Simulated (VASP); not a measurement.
# CuO (P1) in VASP: a series of runs

Runs on CuO. Level: RPBE. Tasks: single point.

All numbers are computed with VASP 6.6.1; they aren't measurements. Logs are shortened: lines on timing, memory, paths and dates and some standing lists are left out, and cuts for length are marked.

## 1. The cell of the first run

The typed cell holds 2 atoms: a = 2.973 Å, b = 2.973 Å, c = 2.973 Å, α = 60.00°, β = 60.00°, γ = 60.00°.

## 2. Single point, RPBE

Contents of INCAR:

```
PREC = Accurate ; ENCUT = 520
EDIFF = 1E-7 ; ISMEAR = -1
SIGMA = 0.05 ; LREAL = F
LASPH = T ; NELM = 100
ALGO = Normal ; ISIF = 2
LWAVE = F ; LCHARG = F
GGA = RP ; NBANDS = 16
```

Contents of KPOINTS:

```
Automatic mesh
0
Gamma
  11 11 11
```

Contents of POSCAR:

```
CuO
1.0
    0.0000000000      2.1023544713      2.1023544713
    2.1023544713      0.0000000000      2.1023544713
    2.1023544713      2.1023544713      0.0000000000
Cu O
1 1
Direct
    0.0294977200      0.0281008700      0.9080259900
    0.4705022800      0.4718991300      0.5919740100
```

Potentials or basis: VASP PAW PBE potentials, release 64 (Cu, O).

Run with:

```
cat potpaw_PBE.64/Cu/POTCAR potpaw_PBE.64/O/POTCAR > POTCAR
mpirun -np 1 vasp_std > vasp.out
```

OUTCAR:

```text
PREC = Accurate
   ENCUT = 520
   EDIFF = 1E-7
   ISMEAR = -1
   LREAL = F
   LASPH = T
   NELM = 100
   ISIF = 2
   GGA = RP

 ion  position               nearest neighbor table
   1  0.029  0.028  0.908-   2 1.87   2 1.87   2 1.90   2 2.37
   2  0.471  0.472  0.592-   1 1.87   1 1.87   1 1.90   1 2.37

  LATTYP: Found a face centered cubic cell.
 ALAT       =     4.2047089426

  Lattice vectors:

 A1 = (   0.0000000000,   2.1023544713,   2.1023544713)
 A2 = (   2.1023544713,   0.0000000000,   2.1023544713)
 A3 = (   2.1023544713,   2.1023544713,   0.0000000000)

Analysis of symmetry for initial positions (statically):
=====================================================================
 Subroutine PRICEL returns:
 Original cell was already a primitive cell.

 Routine SETGRP: Setting up the symmetry group for a
 face centered cubic supercell.

 Subroutine GETGRP returns: Found  1 space group operations
 (whereof  1 operations were pure point group operations)
 out of a pool of 48 trial point group operations.

The static configuration has the point symmetry C_1 .

Analysis of symmetry for dynamics (positions and initial velocities):
=====================================================================
 Subroutine PRICEL returns:
 Original cell was already a primitive cell.

 Routine SETGRP: Setting up the symmetry group for a
 face centered cubic supercell.

 Subroutine GETGRP returns: Found  1 space group operations
 (whereof  1 operations were pure point group operations)
 out of a pool of 48 trial point group operations.

The dynamic configuration has the point symmetry C_1 .

 Subroutine INISYM returns: Found  1 space group operations
 (whereof  1 operations are pure point group operations),
 and found     1 'primitive' translations

----------------------------------------------------------------------------------------

                                     Primitive cell

  volume of cell :      18.5844

  direct lattice vectors                    reciprocal lattice vectors
     0.000000000  2.102354471  2.102354471    -0.237828590  0.237828590  0.237828590
     2.102354471  0.000000000  2.102354471     0.237828590 -0.237828590  0.237828590
     2.102354471  2.102354471  0.000000000     0.237828590  0.237828590 -0.237828590

  length of vectors
     2.973178206  2.973178206  2.973178206     0.411931202  0.411931202  0.411931202

[... 79 lines left out ...]
   NELM   =    100;   NELMIN=  2; NELMDL= -5     # of ELM steps
   EDIFF  = 0.1E-06   stopping-criterion for ELM
   LREAL  =      F    real-space projection
   EDIFFG = 0.1E-05   stopping-criterion for IOM
   NSW    =      0    number of steps for IOM
   IBRION =     -1    ionic relax: 0-MD 1-quasi-New 2-CG
   NFREE  =      0    steps in history (QN), initial steepest desc. (CG)
   ISIF   =      2    stress and relaxation
   ISYM   =      2    0-nonsym 1-usesym 2-fastsym
   POTIM  = 0.5000    time-step for ionic-motion
   TEBEG  =    0.0;   TEEND  =   0.0 temperature during run
   PSTRESS=    0.0 pullay stress
   NELECT =      17.0000    total number of electrons
   NUPDOWN=      -1.0000    fix difference up-down
   EMIN   =  10.00;   EMAX   =-10.00  energy-range for DOS
   EFERMI =   0.00;   METHOD = LEGACY
   ISMEAR =    -1;   SIGMA  =   0.05  broadening in eV -4-tet -1-fermi 0-gaus
   EFERMI_NEDOS =   21; number of points for ismear=-14 and -15
   IALGO  =     38    algorithm
   IMIX   =      4    mixing-type and parameters
     AMIX     =   0.40;   BMIX     =  1.00
     AMIX_MAG =   1.60;   BMIX_MAG =  1.00
  volume/ion in A,a.u.               =       9.29        62.71
  Fermi-wavevector in a.u.,A,eV,Ry     =   1.589188  3.003129 34.361753  2.525518
  Thomas-Fermi vector in A             =   2.688076
   LORBIT       =      0    0 simple, 1 ext, 2 COOP (PROOUT), +10 PAW based schemes
   GGA     = RP    functional components
   LHFCALC =     F    Hartree Fock is set to
   AEXX    =    0.0000 exact exchange contribution
   IVDW    =     0    specifies the selected vdW correction
   LEPSILON=     F    determine dielectric tensor
   LRPA    =     F    only Hartree local field effects (RPA)
 non-spin polarized calculation
  energy-cutoff  :      520.00
  volume of cell :       18.58
 maximum number of plane-waves:       531
 NGX is ok and might be reduce to    24
   NGX = 11   NGY = 11   NGZ = 11

 number of electron      17.0000004 magnetization

 Free energy of the ion-electron system (eV)
  ---------------------------------------------------
  ext. energy  EPLUGINS =         0.00000000
  ---------------------------------------------------
  free energy    TOTEN  =        -8.12505941 eV

  energy without entropy =       -8.10499100  energy(sigma->0) =       -8.11502521

 E-fermi :   6.6438     XC(G=0): -12.2881

 val. band max:        6.6437806634   @ k =   0.1818   0.0909  -0.2727
 cond. band min:       6.6564729175   @ k =   0.0000   0.1818   0.0909
 fundamental gap:      0.0126922541
 Fermi energy:         6.6438117771

 k-point     1 :       0.0000    0.0000    0.0000
  band No.  band energies     occupation
      1     -13.3563      2.00000
      2       1.9509      2.00000
      3       2.0066      2.00000
      4       2.6536      2.00000
      5       4.0710      2.00000
      6       4.1063      2.00000
[... 433 lines left out ...]
      3       1.9586      2.00000
      4       2.6707      2.00000
      5       4.0361      2.00000
      6       4.1436      2.00000
[... 8 lines left out ...]
     15      28.4738      0.00000
     16      30.2185      0.00000

 [... further k-points ...]

------------------------ aborting loop because EDIFF is reached ----------------------------------------

  FORCE on cell =-STRESS in cart. coord.  units (eV):
  Direction    XX          YY          ZZ          XY          YZ          ZX
  --------------------------------------------------------------------------------------
  -------------------------------------------------------------------------------------
  Total        3.7156523      3.6016163      3.2376088     -0.6728474      0.5424382      0.5700780
  in kB      320.3301535    310.4989935    279.1175370    -58.0068595     46.7641476     49.1469999
  external PRESSURE =     303.3155613 kB  Pullay stress =       0.0000000 kB

 VOLUME and BASIS-vectors are now :
 -----------------------------------------------------------------------------
  energy-cutoff  :      520.00
  volume of cell :       18.58
      direct lattice vectors                 reciprocal lattice vectors
     0.000000000  2.102354471  2.102354471    -0.237828590  0.237828590  0.237828590
     2.102354471  0.000000000  2.102354471     0.237828590 -0.237828590  0.237828590
     2.102354471  2.102354471  0.000000000     0.237828590  0.237828590 -0.237828590

 POSITION                                       TOTAL-FORCE (eV/Angst)
 -----------------------------------------------------------------------------------
      1.96807      1.97101      0.12109         0.843721      0.777999     -0.577925
      2.23664      2.23370      1.98126        -0.843721     -0.777999      0.577925
 -----------------------------------------------------------------------------------
    total drift:                                0.000198     -0.000020      0.000846

  FREE ENERGIE OF THE ION-ELECTRON SYSTEM (eV)
  ---------------------------------------------------
  free  energy   TOTEN  =        -8.1250594136 eV

  energy  without entropy=       -8.1049909989  energy(sigma->0) =       -8.11502521
```

OSZICAR:

```text
N       E                     dE             d eps       ncg     rms          rms(c)
DAV:   1     0.868317248945E+02    0.86832E+02   -0.76911E+03 23216   0.165E+03
DAV:   2    -0.659523111270E+01   -0.93427E+02   -0.83625E+02 22584   0.286E+02
DAV:   3    -0.110363699232E+02   -0.44411E+01   -0.42436E+01 26792   0.630E+01
DAV:   4    -0.110797550940E+02   -0.43385E-01   -0.43368E-01 24352   0.603E+00
DAV:   5    -0.110803769394E+02   -0.62185E-03   -0.62184E-03 28800   0.756E-01    0.115E+01
DAV:   6    -0.947708050497E+01    0.16033E+01   -0.11390E+01 27680   0.111E+02    0.854E+00
DAV:   7    -0.816280487756E+01    0.13143E+01   -0.38806E+00 26784   0.848E+01    0.184E+00
DAV:   8    -0.814561065497E+01    0.17194E-01   -0.25408E-01 31952   0.645E+00    0.110E+00
DAV:   9    -0.812582790932E+01    0.19783E-01   -0.23958E-02 33896   0.527E+00    0.303E-01
DAV:  10    -0.812495558686E+01    0.87232E-03   -0.50036E-03 33144   0.171E+00    0.114E-01
DAV:  11    -0.812503802975E+01   -0.82443E-04   -0.62013E-04 33056   0.558E-01    0.403E-02
DAV:  12    -0.812505461566E+01   -0.16586E-04   -0.68903E-05 34656   0.252E-01    0.182E-02
DAV:  13    -0.812505969029E+01   -0.50746E-05   -0.17392E-05 29272   0.553E-02    0.399E-03
DAV:  14    -0.812505949736E+01    0.19293E-06   -0.52243E-07 26992   0.985E-03    0.191E-03
DAV:  15    -0.812505938837E+01    0.10898E-06   -0.21658E-07 23152   0.739E-03    0.356E-04
DAV:  16    -0.812505941362E+01   -0.25247E-07   -0.13232E-08 12112   0.193E-03
   1 F= -.81250594E+01 E0= -.81150252E+01  d E =-.200684E-01
```

Run time: 73 s. Hardware: 1 thread of Intel Xeon 6975P-C (Granite Rapids), shared host; peak memory 0.31 GiB.

What came out:

| Item | Value |
| --- | --- |
| Free energy | -8.1251 eV |
| Pressure | 30.3 GPa |
| Largest force | 1.285 eV/Å |
| Band gap on the k mesh | zero (an odd number of electrons rules out a gap without spin polarisation) |

Forces in eV/Å, atoms in the order of the input:
```
Cu   0.844  0.778 -0.578
O   -0.844 -0.778  0.578
```

Stress tensor (GPa, compression positive):
```
32.03 -5.80  4.91
-5.80 31.05  4.68
 4.91  4.68 27.91
```

Levels at points of the mesh, in eV from the Fermi level:
```csv
k point,band 5,band 6,band 7,band 8,band 9,band 10,band 11,band 12,band 13,band 14
"(0.00, 0.00, 0.00)",-2.57,-2.54,-0.56,-0.24,-0.20,1.61,17.07,18.33,18.44,19.10
```

Caveat: the cell stands under pressure; the PAW data sets were made with another functional, which shifts forces and pressure a little; an odd number of electrons without spin polarisation forces a metal; a magnetic or distorted state may lie lower; semilocal functionals often make such compounds metallic where correlation or magnetic order opens a gap, which also shifts bond lengths. With open d or f shells a metallic result of RPBE can be an artefact of self-interaction; +U or a hybrid may open a gap.

[end of part 1 of 2]
